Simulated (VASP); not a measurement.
# Al2Cu (I4/mcm) in VASP: notebook

The runs below take Al2Cu through single point, with PBE.

Everything below comes from runs of VASP 6.6.1. Logs are shortened: lines on timing, memory, paths and dates and some standing lists are left out, and cuts for length are marked.

## 1. The cell of the first run

It takes space group I4/mcm (No. 140, tetragonal). Conventional cell: a = 5.810 Å, b = 5.810 Å, c = 5.127 Å, α = 90.00°, β = 90.00°, γ = 90.00°. Within 3.3 Å of Al (site symmetry m2m) lie 4 Cu at 2.53 Å and 11 Al at 2.61 to 3.16 Å. Within 3.3 Å of Cu (site symmetry 422) lie 8 Al at 2.53 Å and 2 Cu at 2.56 Å.

## 2. Single point, PBE

The input, INCAR:

```
PREC = Accurate ; ENCUT = 520
EDIFF = 1E-6 ; ISMEAR = 0
SIGMA = 0.15 ; LREAL = F
LASPH = T ; NELM = 60
ALGO = Fast ; ISIF = 2
LWAVE = F ; LCHARG = T
GGA = PE ; LELF = T
LVHAR = T ; NBANDS = 26
```

The input, KPOINTS:

```
Automatic mesh
0
Gamma
  10 10 10
```

The input, POSCAR:

```
Al2Cu
1.0
   -2.9051000000      2.9051000000      2.5633500000
    2.9051000000     -2.9051000000      2.5633500000
    2.9051000000      2.9051000000     -2.5633500000
Al Cu
4 2
Direct
    0.1587211657      0.6587211657      0.8174423314
    0.6587211657      0.8412788343      0.5000000000
    0.8412788343      0.3412788343      0.1825576686
    0.3412788343      0.1587211657      0.5000000000
    0.7500000000      0.7500000000      0.0000000000
    0.2500000000      0.2500000000      0.0000000000
```

Potentials or basis: VASP PAW PBE potentials, release 64 (Al, Cu).

Launch:

```
> cat potpaw_PBE.64/Al/POTCAR potpaw_PBE.64/Cu/POTCAR > POTCAR
> mpirun -np 1 vasp_std > vasp.out
```

OUTCAR:

```text
PREC = Accurate
   ENCUT = 520
   EDIFF = 1E-6
   ISMEAR = 0
   LREAL = F
   LASPH = T
   NELM = 60
   ISIF = 2
   GGA = PE

 ion  position               nearest neighbor table
   1  0.159  0.659  0.817-   5 2.53   6 2.53   5 2.53   6 2.53   3 2.61   3 2.97   3 2.97   2 3.09
                             4 3.09   4 3.09   2 3.09   4 3.16   2 3.16   2 3.16   4 3.16
   2  0.659  0.841  0.500-   6 2.53   5 2.53   5 2.53   6 2.53   4 2.61   4 2.97   4 2.97   3 3.09
                             1 3.09   3 3.09   1 3.09   3 3.16   1 3.16   1 3.16   3 3.16
   3  0.841  0.341  0.183-   5 2.53   6 2.53   5 2.53   6 2.53   1 2.61   1 2.97   1 2.97   4 3.09
                             2 3.09   4 3.09   2 3.09   4 3.16   2 3.16   2 3.16   4 3.16
   4  0.341  0.159  0.500-   5 2.53   6 2.53   6 2.53   5 2.53   2 2.61   2 2.97   2 2.97   3 3.09
                             1 3.09   3 3.09   1 3.09   3 3.16   1 3.16   1 3.16   3 3.16
   5  0.750  0.750  0.000-   4 2.53   3 2.53   1 2.53   2 2.53   3 2.53   2 2.53   4 2.53   1 2.53
                             6 2.56   6 2.56
   6  0.250  0.250  0.000-   3 2.53   2 2.53   1 2.53   3 2.53   4 2.53   4 2.53   1 2.53   2 2.53
                             5 2.56   5 2.56

  LATTYP: Found a body centered tetragonal cell.
 ALAT       =     5.8102000000
 C/A-ratio  =     0.8823620529

  Lattice vectors:

 A1 = (  -2.9051000000,   2.9051000000,   2.5633500000)
 A2 = (   2.9051000000,  -2.9051000000,   2.5633500000)
 A3 = (   2.9051000000,   2.9051000000,  -2.5633500000)

Analysis of symmetry for initial positions (statically):
=====================================================================
 Subroutine PRICEL returns:
 Original cell was already a primitive cell.

 Routine SETGRP: Setting up the symmetry group for a
 body centered tetragonal supercell.

 Subroutine GETGRP returns: Found 16 space group operations
 (whereof  8 operations were pure point group operations)
 out of a pool of 16 trial point group operations.

The static configuration has the point symmetry C_4h.
 The point group associated with its full space group is D_4h.

Analysis of symmetry for dynamics (positions and initial velocities):
=====================================================================
 Subroutine PRICEL returns:
 Original cell was already a primitive cell.

 Routine SETGRP: Setting up the symmetry group for a
 body centered tetragonal supercell.

 Subroutine GETGRP returns: Found 16 space group operations
 (whereof  8 operations were pure point group operations)
 out of a pool of 16 trial point group operations.

The dynamic configuration has the point symmetry C_4h.
 The point group associated with its full space group is D_4h.

 Subroutine INISYM returns: Found 16 space group operations
 (whereof  8 operations are pure point group operations),
 and found     1 'primitive' translations

----------------------------------------------------------------------------------------

                                     Primitive cell

  volume of cell :      86.5347

  direct lattice vectors                    reciprocal lattice vectors
    -2.905100000  2.905100000  2.563350000     0.000000000  0.172111115  0.195057249
     2.905100000 -2.905100000  2.563350000     0.172111115  0.000000000  0.195057249
     2.905100000  2.905100000 -2.563350000     0.172111115  0.172111115  0.000000000

  length of vectors
     4.842517449  4.842517449  4.842517449     0.260133747  0.260133747  0.243401873

  position of ions in fractional coordinates (direct lattice)
     0.158721166  0.658721166  0.817442331
     0.658721166  0.841278834  0.500000000
     0.841278834  0.341278834  0.182557669
     0.341278834  0.158721166  0.500000000
     0.750000000  0.750000000  0.000000000
     0.250000000  0.250000000  0.000000000

  ion indices of the primitive-cell ions
   primitive index   ion index
                 1           1
                 2           2
                 3           3
                 4           4
                 5           5
                 6           6

----------------------------------------------------------------------------------------

 KPOINTS: Automatic mesh

Automatic generation of k-mesh.
 Grid dimensions read from file:
 generate k-points for:   10   10   10

 Generating k-lattice:

  Cartesian coordinates                     Fractional coordinates (reciprocal lattice)
     0.000000000  0.017211111  0.019505725     0.100000000 -0.000000000  0.000000000
     0.017211111  0.000000000  0.019505725    -0.000000000  0.100000000  0.000000000
     0.017211111  0.017211111  0.000000000     0.000000000  0.000000000  0.100000000

  Length of vectors
     0.026013375  0.026013375  0.024340187

  Shift w.r.t. Gamma in fractional coordinates (k-lattice)
     0.000000000  0.000000000  0.000000000

 Subroutine IBZKPT returns following result:
 ===========================================

 Found    102 irreducible k-points:

 Following reciprocal coordinates:
            Coordinates               Weight
  0.000000  0.000000  0.000000      1.000000
  0.100000  0.000000  0.000000      8.000000
  0.200000  0.000000  0.000000      8.000000
  0.300000 -0.000000  0.000000      8.000000
  0.400000  0.000000  0.000000      8.000000
  0.500000 -0.000000  0.000000      4.000000
[... 16 lines left out ...]
  0.300000  0.300000  0.000000      8.000000
  0.400000  0.300000  0.000000     16.000000
 [... further k-points ...]
   k-points           NKPTS =    102   k-points in BZ     NKDIM =    102   number of bands    NBANDS=     26
   number of dos      NEDOS =    301   number of ions     NIONS =      6
   total plane-waves  NPLWV =  46656
   dimension x,y,z NGX =    36 NGY =   36 NGZ =   36
   dimension x,y,z NGXF=    72 NGYF=   72 NGZF=   72
   ions per type =               4   2
   NGX,Y,Z   is equivalent  to a cutoff of  12.36, 12.36, 12.36 a.u.
   NGXF,Y,Z  is equivalent  to a cutoff of  24.72, 24.72, 24.72 a.u.
 SYSTEM =  unknown system
   PREC   = accura    normal or accurate (medium, high low for compatibility)
   ISTART =      0    job   : 0-new  1-cont  2-samecut
   ICHARG =      2    charge: 1-file 2-atom 10-const
   ISPIN  =      1    spin polarized calculation?
   LNONCOLLINEAR =      F non collinear calculations
   LSORBIT =      F    spin-orbit coupling
   LASPH  =      T    aspherical Exc in radial PAW
   ENCUT  =  520.0 eV  38.22 Ry    6.18 a.u.   9.00  9.00  9.00*2*pi/ulx,y,z
   NELM   =     60;   NELMIN=  2; NELMDL= -5     # of ELM steps
   EDIFF  = 0.1E-05   stopping-criterion for ELM
   LREAL  =      F    real-space projection
   EDIFFG = 0.1E-04   stopping-criterion for IOM
   NSW    =      0    number of steps for IOM
   IBRION =     -1    ionic relax: 0-MD 1-quasi-New 2-CG
   NFREE  =      0    steps in history (QN), initial steepest desc. (CG)
   ISIF   =      2    stress and relaxation
   ISYM   =      2    0-nonsym 1-usesym 2-fastsym
   POTIM  = 0.5000    time-step for ionic-motion
   TEBEG  =    0.0;   TEEND  =   0.0 temperature during run
   PSTRESS=    0.0 pullay stress
   NELECT =      34.0000    total number of electrons
   NUPDOWN=      -1.0000    fix difference up-down
   EMIN   =  10.00;   EMAX   =-10.00  energy-range for DOS
   EFERMI =   0.00;   METHOD = LEGACY
   ISMEAR =     0;   SIGMA  =   0.15  broadening in eV -4-tet -1-fermi 0-gaus
   EFERMI_NEDOS =   21; number of points for ismear=-14 and -15
   IALGO  =     68    algorithm
   IMIX   =      4    mixing-type and parameters
     AMIX     =   0.40;   BMIX     =  1.00
     AMIX_MAG =   1.60;   BMIX_MAG =  1.00
  volume/ion in A,a.u.               =      14.42        97.33
  Fermi-wavevector in a.u.,A,eV,Ry     =   1.199051  2.265878 19.561424  1.437724
  Thomas-Fermi vector in A             =   2.334924
   LORBIT       =      0    0 simple, 1 ext, 2 COOP (PROOUT), +10 PAW based schemes
   GGA     = PE    functional components
   LHFCALC =     F    Hartree Fock is set to
   AEXX    =    0.0000 exact exchange contribution
   IVDW    =     0    specifies the selected vdW correction
   LEPSILON=     F    determine dielectric tensor
   LRPA    =     F    only Hartree local field effects (RPA)
 non-spin polarized calculation
 RMM-DIIS sequential band-by-band and
 Gauss-broadening in eV      SIGMA  =   0.15
  energy-cutoff  :      520.00
  volume of cell :       86.53
 maximum number of plane-waves:      2359
   NGX = 17   NGY = 17   NGZ = 17

 number of electron      33.9999985 magnetization

 Free energy of the ion-electron system (eV)
  ---------------------------------------------------
  ext. energy  EPLUGINS =         0.00000000
  ---------------------------------------------------
  free energy    TOTEN  =       -23.18345354 eV

  energy without entropy =      -23.15830898  energy(sigma->0) =      -23.17088126

 E-fermi :   8.3276     XC(G=0): -10.9938

 val. band max:        8.3235252857   @ k =   0.5000   0.2000   0.1000
 cond. band min:       8.3285924505   @ k =  -0.3000   0.4000   0.1000
 fundamental gap:      0.0050671648
 Fermi energy:         8.3276187574

 k-point     1 :       0.0000    0.0000    0.0000
  band No.  band energies     occupation
      1      -2.6451      2.00000
      2       3.0255      2.00000
      3       3.0301      2.00000
      4       3.0301      2.00000
      5       3.3209      2.00000
      6       4.0097      2.00000
[... 18 lines left out ...]
     25      14.6805      0.00000
     26      15.2231      0.00000

 k-point     2 :       0.1000    0.0000    0.0000
  band No.  band energies     occupation
      1      -2.5430      2.00000
      2       2.9942      2.00000
      3       3.0178      2.00000
      4       3.0270      2.00000
      5       3.3353      2.00000
      6       3.9518      2.00000
[... 18 lines left out ...]
     25      14.7883      0.00000
     26      15.4846      0.00000

 k-point     3 :       0.2000    0.0000    0.0000
  band No.  band energies     occupation
      1      -2.2381      2.00000
      2       2.7369      2.00000
      3       2.9982      2.00000
      4       3.0176      2.00000
      5       3.3701      2.00000
      6       3.8211      2.00000
[... 18 lines left out ...]
     25      15.1141      0.00000
     26      15.1662      0.00000

 k-point     4 :       0.3000   -0.0000    0.0000
  band No.  band energies     occupation
      1      -1.7338      2.00000
      2       1.9330      2.00000
      3       2.9767      2.00000
      4       3.0024      2.00000
      5       3.3980      2.00000
      6       3.7787      2.00000
[... 18 lines left out ...]
     25      14.4158      0.00000
     26      15.6450      0.00000

 k-point     5 :       0.4000    0.0000    0.0000
  band No.  band energies     occupation
      1      -1.0374      2.00000
      2       0.8594      2.00000
      3       2.9647      2.00000
      4       2.9837      2.00000
      5       3.4057      2.00000
      6       3.5871      2.00000
[... 18 lines left out ...]
     25      14.8672      0.00000
     26      15.2127      0.00000

 k-point     6 :       0.5000   -0.0000    0.0000
  band No.  band energies     occupation
      1      -0.1625      2.00000
      2      -0.1625      2.00000
      3       2.9681      2.00000
      4       2.9681      2.00000
      5       3.4503      2.00000
      6       3.4503      2.00000
[... 427 lines left out ...]
 k-point    21 :      -0.3000    0.2000   -0.0000
  band No.  band energies     occupation
      1      -2.0121      2.00000
      2       2.0146      2.00000
      3       2.7842      2.00000
      4       3.1671      2.00000
      5       3.3292      2.00000
      6       3.8802      2.00000
[... 18 lines left out ...]
     25      12.9493      0.00000
     26      17.0209      0.00000

 k-point    22 :      -0.2000    0.2000    0.0000
  band No.  band energies     occupation
      1      -2.2897      2.00000
      2       2.4008      2.00000
      3       2.9123      2.00000
      4       3.1498      2.00000
      5       3.2958      2.00000
      6       3.9461      2.00000
[... 18 lines left out ...]
     25      12.7776      0.00000
     26      18.3086      0.00000

 k-point    23 :       0.3000    0.3000    0.0000
  band No.  band energies     occupation
      1       0.1353      2.00000
      2       0.6773      2.00000
      3       0.7501      2.00000
      4       2.8257      2.00000
      5       3.6942      2.00000
      6       3.7233      2.00000
[... 18 lines left out ...]
     25      14.1717      0.00000
     26      14.7825      0.00000

 k-point    24 :       0.4000    0.3000    0.0000
  band No.  band energies     occupation
      1      -0.1938      2.00000
      2       0.6407      2.00000
      3       1.0829      2.00000
      4       2.8696      2.00000
      5       3.5834      2.00000
      6       3.6776      2.00000
[... 18 lines left out ...]
     25      15.2813      0.00000
     26      15.4842      0.00000

 [... further k-points ...]
[... 5 lines left out ...]
  --------------------------------------------------------------------------------------
  -------------------------------------------------------------------------------------
  Total        4.1380277      4.1380277     -0.9513386      0.0000000     -0.0000000      0.0000000
  in kB       76.6150176     76.6150176    -17.6139040      0.0000000     -0.0000000      0.0000000
  external PRESSURE =      45.2053771 kB  Pullay stress =       0.0000000 kB

 VOLUME and BASIS-vectors are now :
 -----------------------------------------------------------------------------
  energy-cutoff  :      520.00
  volume of cell :       86.53
      direct lattice vectors                 reciprocal lattice vectors
    -2.905100000  2.905100000  2.563350000     0.000000000  0.172111115  0.195057249
     2.905100000 -2.905100000  2.563350000     0.172111115  0.000000000  0.195057249
     2.905100000  2.905100000 -2.563350000     0.172111115  0.172111115  0.000000000

 POSITION                                       TOTAL-FORCE (eV/Angst)
 -----------------------------------------------------------------------------------
      3.82730      0.92220      0.00000         0.205665      0.205665      0.000000
      1.98290      0.92220      2.56335        -0.205665      0.205665     -0.000000
     -0.92220      1.98290      2.56335        -0.205665     -0.205665     -0.000000
      0.92220      1.98290      0.00000         0.205665     -0.205665     -0.000000
      0.00000      0.00000      3.84502        -0.000000      0.000000     -0.000000
      0.00000      0.00000      1.28167        -0.000000      0.000000     -0.000000
 -----------------------------------------------------------------------------------
    total drift:                                0.000000     -0.000000      0.000000

  FREE ENERGIE OF THE ION-ELECTRON SYSTEM (eV)
  ---------------------------------------------------
  free  energy   TOTEN  =       -23.1834535408 eV

  energy  without entropy=      -23.1583089774  energy(sigma->0) =      -23.17088126
```

Run time: 4.1 min. Hardware: 1 thread of Intel Xeon Platinum 8375C at 2.90GHz (Ice Lake), shared host; peak memory 0.33 GiB.

What came out:

```yaml
Free_energy: -23.1835 eV
Pressure: 4.5 GPa
Largest_force: 0.291 eV/Å
Band_gap_on_the_k_mesh: zero (band 17 reaches 10.53 eV, above the bottom of band 18 at 6.97 eV)
```

Forces in eV/Å, atoms in the order of the input:
```
Al   0.206  0.206  0.000
Al  -0.206  0.206  0.000
Al  -0.206 -0.206  0.000
Al   0.206 -0.206  0.000
Cu   0.000  0.000  0.000
Cu   0.000  0.000  0.000
```

Stress tensor (GPa, compression positive):
```
 7.66  0.00  0.00
 0.00  7.66  0.00
 0.00  0.00 -1.76
```

## 3. Single point, PBE

This run uses another cell than the first one, of 14.58 Å³/atom, 1.011 times its volume.

The input, INCAR:

```
SYSTEM = Al2Cu
  PREC = Accurate
  ENCUT = 520
  EDIFF = 1E-7
  ISMEAR = 0
  SIGMA = 0.15
  LREAL = .FALSE.
  LASPH = .TRUE.
  NELM = 100
  ALGO = Fast
  ISIF = 2
  LWAVE = .FALSE.
  LCHARG = .FALSE.
  GGA = PE
  NBANDS = 26
```

The input, KPOINTS:

```
Automatic mesh
0
G
  10 10 10
  0 0 0
```

Edit POSCAR of step 2 so:

```diff
@@ -2,5 +2,5 @@
 1.0
-   -2.9051000000      2.9051000000      2.5633500000
-    2.9051000000     -2.9051000000      2.5633500000
-    2.9051000000      2.9051000000     -2.5633500000
+   -2.9353500000      2.9353500000      2.5389500000
+    2.9353500000     -2.9353500000      2.5389500000
+    2.9353500000      2.9353500000     -2.5389500000
 Al Cu
```

Potentials or basis: VASP PAW PBE potentials, release 64 (Al, Cu).

Launch:

```
> cat potpaw_PBE.64/Al/POTCAR potpaw_PBE.64/Cu/POTCAR > POTCAR
> mpirun -np 1 vasp_std > vasp.out
```

It took 6.7 min on 1 thread of Intel Xeon Platinum 8375C at 2.90GHz (Ice Lake), shared host; peak memory 0.34 GiB.

Results (log left out):

```
Free energy            : -23.2688 eV
Pressure               : 3.0 GPa
Largest force          : 0.201 eV/Å
Band gap on the k mesh : zero (band 17 reaches 10.47 eV, above the bottom of band 18 at 6.75 eV)
```

Forces in eV/Å, atoms in the order of the input:
```
Al   0.142  0.142  0.000
Al  -0.142  0.142  0.000
Al  -0.142 -0.142  0.000
Al   0.142 -0.142  0.000
Cu   0.000  0.000  0.000
Cu   0.000  0.000  0.000
```

Stress tensor (GPa, compression positive):
```
 5.63  0.00  0.00
 0.00  5.63  0.00
 0.00  0.00 -2.29
```

Levels at points of the mesh, in eV from the Fermi level:
| k point | band 15 | band 16 | band 17 | band 18 | band 19 | band 20 |
| --- | --- | --- | --- | --- | --- | --- |
| (0.00, 0.00, 0.00) | -1.60 | -1.39 | -1.39 | -1.17 | -0.14 | 0.04 |
| (0.50, 0.00, 0.00) | -2.58 | -2.58 | 0.47 | 0.47 | 3.43 | 3.43 |
| (0.50, 0.50, 0.00) | -1.54 | -1.06 | -1.05 | -0.66 | 1.28 | 1.82 |
| (0.50, 0.50, 0.50) | -3.28 | -2.12 | 2.28 | 2.94 | 2.94 | 3.59 |

(Continued in part 2 of 2.)
